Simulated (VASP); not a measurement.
# Al16Au in VASP: single point with PBE+D3(BJ)

Aim: the single point of Al16Au with PBE+D3(BJ).

All numbers are computed with VASP 6.6.1; they aren't measurements. Logs are shortened: lines on timing, memory, paths and dates and some standing lists are left out, and cuts for length are marked.

**1. The cell of the first run**

The cell holds a slab with vacuum, 17 atoms: a = 5.632 Å, b = 7.965 Å, c = 21.229 Å, α = 90.00°, β = 90.00°, γ = 90.00°.

**2. Single point, PBE+D3(BJ)**

The input, INCAR:

```
SYSTEM = Al16Au
ALGO = Normal
DIPOL = 0.5 0.5 0.301
EDIFF = 1E-7
ENCUT = 520
GGA = PE
IDIPOL = 3
ISIF = 2
ISMEAR = 0
IVDW = 12
LASPH = .True.
LCHARG = .False.
LDIPOL = .True.
LREAL = Auto
LWAVE = .False.
NBANDS = 44
NELM = 80
PREC = Accurate
SIGMA = 0.1
```

The input, KPOINTS:

```
k-points
0
Gamma
  5 4 1
  0 0 0
```

The input, POSCAR:

```
Al16Au
1.0
    5.6324246412      0.0000000000      0.0000000000
    0.0000000000      7.9654513166      0.0000000000
    0.0000000000      0.0000000000     21.2293510975
Al Au
16 1
Direct
    0.2500000000      0.2500000000      0.1884183827
    0.2500000000      0.7500000000      0.1884183827
    0.7500000000      0.2500000000      0.1884183827
    0.7500000000      0.7500000000      0.1884183827
    0.0000000000      0.0000000000      0.2547466541
    0.0000000000      0.5000000000      0.2547466541
    0.5000000000      0.0000000000      0.2547466541
    0.5000000000      0.5000000000      0.2547466541
    0.2500000000      0.2500000000      0.3240951258
    0.2500000000      0.7500000000      0.3240951258
    0.7500000000      0.2500000000      0.3240951258
    0.7500000000      0.7500000000      0.3240951258
    0.0000000000      0.0000000000      0.3876402562
    0.0000000000      0.5000000000      0.3876402562
    0.5000000000      0.0000000000      0.3876402562
    0.5000000000      0.5000000000      0.3876402562
    0.1666666667      0.1250000000      0.4912703667
```

Potentials or basis: VASP PAW PBE potentials, release 64 (Al, Au).

On the command line:

```
$ cat potpaw_PBE.64/Al/POTCAR potpaw_PBE.64/Au/POTCAR > POTCAR
$ mpirun -np 1 vasp_std > vasp.out
```

OUTCAR:

```text
SYSTEM = Al16Au
   EDIFF = 1E-7
   ENCUT = 520
   GGA = PE
   ISIF = 2
   ISMEAR = 0
   IVDW = 12
   LASPH = .True.
   LREAL = Auto
   NELM = 80
   PREC = Accurate
 IVDW          = 12

 ion  position               nearest neighbor table
   1  0.250  0.250  0.188-   3 2.82   3 2.82   6 2.82   7 2.82   8 2.82   5 2.82   9 2.88
   2  0.250  0.750  0.188-   4 2.82   4 2.82   6 2.82   7 2.82   8 2.82   5 2.82  10 2.88
   3  0.750  0.250  0.188-   1 2.82   1 2.82   6 2.82   7 2.82   8 2.82   5 2.82  11 2.88
   4  0.750  0.750  0.188-   2 2.82   2 2.82   6 2.82   7 2.82   8 2.82   5 2.82  12 2.88
   5  0.000  0.000  0.255-   7 2.82   7 2.82   3 2.82   4 2.82   1 2.82   2 2.82  13 2.82  11 2.85
                            12 2.85   9 2.85  10 2.85
   6  0.000  0.500  0.255-   8 2.82   8 2.82   3 2.82   4 2.82   1 2.82   2 2.82  14 2.82  11 2.85
                            12 2.85   9 2.85  10 2.85
   7  0.500  0.000  0.255-   5 2.82   5 2.82   3 2.82   4 2.82   1 2.82   2 2.82  15 2.82  11 2.85
                            12 2.85   9 2.85  10 2.85
   8  0.500  0.500  0.255-   6 2.82   6 2.82   3 2.82   4 2.82   1 2.82   2 2.82  16 2.82  11 2.85
                            12 2.85   9 2.85  10 2.85
   9  0.250  0.250  0.324-  13 2.79  14 2.79  15 2.79  16 2.79  11 2.82  11 2.82   7 2.85   8 2.85
                             5 2.85   6 2.85   1 2.88
  10  0.250  0.750  0.324-  13 2.79  14 2.79  15 2.79  16 2.79  12 2.82  12 2.82   7 2.85   8 2.85
                             5 2.85   6 2.85   2 2.88
  11  0.750  0.250  0.324-  13 2.79  14 2.79  15 2.79  16 2.79   9 2.82   9 2.82   7 2.85   8 2.85
[... 5 lines left out ...]
  14  0.000  0.500  0.388-   9 2.79  10 2.79  11 2.79  12 2.79  16 2.82  16 2.82   6 2.82
  15  0.500  0.000  0.388-   9 2.79  10 2.79  11 2.79  12 2.79  13 2.82  13 2.82   7 2.82  17 3.06

  16  0.500  0.500  0.388-   9 2.79  10 2.79  11 2.79  12 2.79  14 2.82  14 2.82   8 2.82
  17  0.167  0.125  0.491-  13 2.59  15 3.06

  LATTYP: Found a simple orthorhombic cell.
 ALAT       =     5.6324246412
 B/A-ratio  =     1.4142135624
 C/A-ratio  =     3.7691318482

  Lattice vectors:

 A1 = (   5.6324246412,   0.0000000000,   0.0000000000)
 A2 = (   0.0000000000,   7.9654513166,   0.0000000000)
 A3 = (   0.0000000000,   0.0000000000,  21.2293510975)

Analysis of symmetry for initial positions (statically):
=====================================================================
 Subroutine PRICEL returns:
 Original cell was already a primitive cell.

 Routine SETGRP: Setting up the symmetry group for a
 simple orthorhombic supercell.

 Subroutine GETGRP returns: Found  1 space group operations
 (whereof  1 operations were pure point group operations)
 out of a pool of  8 trial point group operations.

The static configuration has the point symmetry C_1 .

Analysis of symmetry for dynamics (positions and initial velocities):
=====================================================================
 Subroutine PRICEL returns:
 Original cell was already a primitive cell.

 Routine SETGRP: Setting up the symmetry group for a
 simple orthorhombic supercell.

 Subroutine GETGRP returns: Found  1 space group operations
 (whereof  1 operations were pure point group operations)
 out of a pool of  8 trial point group operations.

The dynamic configuration has the point symmetry C_1 .

 Subroutine INISYM returns: Found  1 space group operations
 (whereof  1 operations are pure point group operations),
 and found     1 'primitive' translations

----------------------------------------------------------------------------------------

                                     Primitive cell

  volume of cell :     952.4507

  direct lattice vectors                    reciprocal lattice vectors
     5.632424641  0.000000000  0.000000000     0.177543432  0.000000000  0.000000000
     0.000000000  7.965451317  0.000000000     0.000000000  0.125542165  0.000000000
     0.000000000  0.000000000 21.229351098     0.000000000  0.000000000  0.047104596

  length of vectors
     5.632424641  7.965451317 21.229351098     0.177543432  0.125542165  0.047104596

  position of ions in fractional coordinates (direct lattice)
     0.250000000  0.250000000  0.188418383
     0.250000000  0.750000000  0.188418383
     0.750000000  0.250000000  0.188418383
     0.750000000  0.750000000  0.188418383
     0.000000000  0.000000000  0.254746654
     0.000000000  0.500000000  0.254746654
[... 9 lines left out ...]
     0.500000000  0.500000000  0.387640256
     0.166666667  0.125000000  0.491270367

  ion indices of the primitive-cell ions
[... 35 lines left out ...]
     0.035508686  0.031385541  0.047104596

  Shift w.r.t. Gamma in fractional coordinates (k-lattice)
     0.000000000  0.000000000  0.000000000

 Subroutine IBZKPT returns following result:
 ===========================================

 Found     11 irreducible k-points:

 Following reciprocal coordinates:
            Coordinates               Weight
  0.000000  0.000000  0.000000      1.000000
  0.200000  0.000000  0.000000      2.000000
  0.400000  0.000000  0.000000      2.000000
  0.000000  0.250000  0.000000      2.000000
  0.200000  0.250000  0.000000      2.000000
  0.200000 -0.250000  0.000000      2.000000
  0.400000  0.250000  0.000000      2.000000
  0.400000 -0.250000  0.000000      2.000000
  0.000000  0.500000  0.000000      1.000000
  0.200000  0.500000  0.000000      2.000000
  0.400000  0.500000  0.000000      2.000000
   k-points           NKPTS =     11   k-points in BZ     NKDIM =     11   number of bands    NBANDS=     44
   number of dos      NEDOS =    301   number of ions     NIONS =     17
   total plane-waves  NPLWV = 403200
   dimension x,y,z NGX =    42 NGY =   60 NGZ =  160
   dimension x,y,z NGXF=    84 NGYF=  120 NGZF=  320
   ions per type =              16   1
   NGX,Y,Z   is equivalent  to a cutoff of  12.40, 12.52, 12.53 a.u.
   NGXF,Y,Z  is equivalent  to a cutoff of  24.79, 25.05, 25.06 a.u.
 SYSTEM =  Al16Au
   PREC   = accura    normal or accurate (medium, high low for compatibility)
   ISTART =      0    job   : 0-new  1-cont  2-samecut
   ICHARG =      2    charge: 1-file 2-atom 10-const
   ISPIN  =      1    spin polarized calculation?
   LNONCOLLINEAR =      F non collinear calculations
   LSORBIT =      F    spin-orbit coupling
   LASPH  =      T    aspherical Exc in radial PAW
   ENCUT  =  520.0 eV  38.22 Ry    6.18 a.u.  10.47 14.81 39.47*2*pi/ulx,y,z
   NELM   =     80;   NELMIN=  2; NELMDL= -5     # of ELM steps
   EDIFF  = 0.1E-06   stopping-criterion for ELM
   LREAL  =      T    real-space projection
   EDIFFG = 0.1E-05   stopping-criterion for IOM
   NSW    =      0    number of steps for IOM
   IBRION =     -1    ionic relax: 0-MD 1-quasi-New 2-CG
   NFREE  =      0    steps in history (QN), initial steepest desc. (CG)
   ISIF   =      2    stress and relaxation
   ISYM   =      2    0-nonsym 1-usesym 2-fastsym
   POTIM  = 0.5000    time-step for ionic-motion
   TEBEG  =    0.0;   TEEND  =   0.0 temperature during run
   PSTRESS=    0.0 pullay stress
   NELECT =      59.0000    total number of electrons
   NUPDOWN=      -1.0000    fix difference up-down
   EMIN   =  10.00;   EMAX   =-10.00  energy-range for DOS
   EFERMI =   0.00;   METHOD = LEGACY
   ISMEAR =     0;   SIGMA  =   0.10  broadening in eV -4-tet -1-fermi 0-gaus
   EFERMI_NEDOS =   21; number of points for ismear=-14 and -15
   IALGO  =     38    algorithm
   IMIX   =      4    mixing-type and parameters
     AMIX     =   0.40;   BMIX     =  1.00
     AMIX_MAG =   1.60;   BMIX_MAG =  1.00
  volume/ion in A,a.u.               =      56.03       378.09
  Fermi-wavevector in a.u.,A,eV,Ry     =   0.647756  1.224081  5.708836  0.419588
  Thomas-Fermi vector in A             =   1.716167
   LORBIT       =      0    0 simple, 1 ext, 2 COOP (PROOUT), +10 PAW based schemes
   GGA     = PE    functional components
   LHFCALC =     F    Hartree Fock is set to
   AEXX    =    0.0000 exact exchange contribution
   IVDW    =    12    specifies the selected vdW correction
   LEPSILON=     F    determine dielectric tensor
   LRPA    =     F    only Hartree local field effects (RPA)
 non-spin polarized calculation
 Gauss-broadening in eV      SIGMA  =   0.10
  energy-cutoff  :      520.00
  volume of cell :      952.45
 maximum number of plane-waves:     25710
 NGX is ok and might be reduce to    42
   NGX = 21   NGY = 29   NGZ = 79

 dipolmoment           0.000000      0.000000     -0.169110 electrons x Angstroem

 number of electron      59.0000003 magnetization

 dipolmoment           0.000000      0.000000      0.121915 electrons x Angstroem

 Free energy of the ion-electron system (eV)
  ---------------------------------------------------
  ext. energy  EPLUGINS =         0.00000000
  ---------------------------------------------------
  free energy    TOTEN  =       -57.46263219 eV

  energy without entropy =      -57.41487407  energy(sigma->0) =      -57.43875313

 E-fermi :  -0.6050     XC(G=0):  -4.0872

 val. band max:       -0.6132158009   @ k =   0.2000   0.5000   0.0000
 cond. band min:      -0.6042309082   @ k =   0.0000   0.2500   0.0000
 fundamental gap:      0.0089848928
 Fermi energy:        -0.6050274759

 k-point     1 :       0.0000    0.0000    0.0000
  band No.  band energies     occupation
      1     -11.0577      2.00000
      2      -8.8184      2.00000
      3      -8.7489      2.00000
      4      -8.6433      2.00000
      5      -6.5414      2.00000
      6      -6.5022      2.00000
[... 473 lines left out ...]
     40       1.9419      0.00000
     41       2.0220      0.00000
 [bands above 41 left out]

------------------------ aborting loop because EDIFF is reached ----------------------------------------

 vacuum level on the upper side and lower side of the slab       (xc-potential included)         0.163        -0.302

 Edisp (eV)   -3.66434

 E8    (eV) :    -1.7179

  FORCE on cell =-STRESS in cart. coord.  units (eV):
  Direction    XX          YY          ZZ          XY          YZ          ZX
  --------------------------------------------------------------------------------------
  -------------------------------------------------------------------------------------
  Total     -12.53211    -4.14811    -4.16419     0.10230    -0.58910    -0.08898
  in kB     -21.08105    -6.97780    -7.00485     0.17208    -0.99096    -0.14968
  external pressure =      -11.69 kB  Pullay stress =        0.00 kB

 VOLUME and BASIS-vectors are now :
 -----------------------------------------------------------------------------
  energy-cutoff  :      520.00
  volume of cell :      952.45
      direct lattice vectors                 reciprocal lattice vectors
     5.632424641  0.000000000  0.000000000     0.177543432  0.000000000  0.000000000
     0.000000000  7.965451317  0.000000000     0.000000000  0.125542165  0.000000000
     0.000000000  0.000000000 21.229351098     0.000000000  0.000000000  0.047104596

 POSITION                                       TOTAL-FORCE (eV/Angst)
 -----------------------------------------------------------------------------------
      1.40811      1.99136      4.00000        -0.009849     -0.030804      0.175399
      1.40811      5.97409      4.00000         0.042168     -0.018727      0.157147
      4.22432      1.99136      4.00000         0.023589     -0.011414      0.170319
      4.22432      5.97409      4.00000        -0.031933     -0.033706      0.127141
      0.00000      0.00000      5.40811        -0.158076      0.005764     -0.166418
      0.00000      3.98273      5.40811        -0.054411      0.017762     -0.099493
[... 9 lines left out ...]
      2.81621      3.98273      8.22935        -0.012742     -0.010563      0.030848
      0.93874      0.99568     10.42935         0.035004     -0.339632     -1.364517
 -----------------------------------------------------------------------------------
    total drift:                                0.000069     -0.000040     -0.002861

  FREE ENERGIE OF THE ION-ELECTRON SYSTEM (eV)
  ---------------------------------------------------
  free  energy   TOTEN  =       -61.1269768171 eV

  energy  without entropy=      -61.0792187020  energy(sigma->0) =      -61.10309776

 vacuum level on the upper side and lower side of the slab         3.904         3.425
```

Run time: 11 min. Hardware: 1 thread of Intel Xeon 6975P-C (Granite Rapids), shared host; peak memory 0.9 GiB.

Results:

| Quantity | Value |
| --- | --- |
| Free energy | -61.1270 eV |
| Largest force | 1.407 eV/Å |
| Band gap on the k mesh | zero (an odd number of electrons rules out a gap without spin polarisation) |
| Dispersion energy per atom | -0.216 eV |

Forces on the atoms (eV/Å):
```
Al  -0.010 -0.031  0.175
Al   0.042 -0.019  0.157
Al   0.024 -0.011  0.170
Al  -0.032 -0.034  0.127
Al  -0.158  0.006 -0.166
Al  -0.054  0.018 -0.099
Al   0.174 -0.040 -0.127
Al   0.039  0.046 -0.083
Al   0.048  0.044 -0.145
Al   0.058  0.085  0.080
Al  -0.026 -0.072 -0.062
Al  -0.033  0.060 -0.076
Al  -0.095  0.283  0.820
Al   0.017 -0.111  0.148
Al  -0.016  0.126  0.415
Al  -0.013 -0.011  0.031
Au   0.035 -0.340 -1.365
```

Caveat: spin-orbit coupling is left out, which moves the levels of the heavy elements.
